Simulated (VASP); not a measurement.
Crystal: GaN.

```xyz
2
Lattice="0.0000 2.1085 2.1085 2.1085 0.0000 2.1085 2.1085 2.1085 0.0000" Properties=species:S:1:pos:R:3 pbc="T T T"
Ga    0.0000    0.0000    0.0000
N     2.1085    2.1085    2.1085
```

Base run:

| Item | Value |
| --- | --- |
| Program | VASP 6.6.1 |
| Functional | PBE |
| Dispersion | D4 |
| Potentials or basis | VASP PAW PBE potentials, release 64 (Ga_d, N) |
| Cutoff | 600 eV |
| k mesh | 8 × 8 × 8 |
| Occupations | gaussian, width 0.01 eV |
| Spin | no spin polarisation |

Its results: band gap on the k mesh 0.65 eV, indirect (least direct gap 2.83 eV); pressure 1.2 GPa.

Task: The run is repeated on the same cell with these changes: dispersion from D4 to none; k mesh from 8 × 8 × 8 to 4 × 4 × 4. What comes out?

Result: Band gap on the k mesh 0.72 eV, indirect (least direct gap 2.80 eV); pressure 8.2 GPa.

Several settings changed at once, so the effect can't be laid on one alone.

Caveats: some runs use coarse meshes.

A k mesh can miss the band edges.
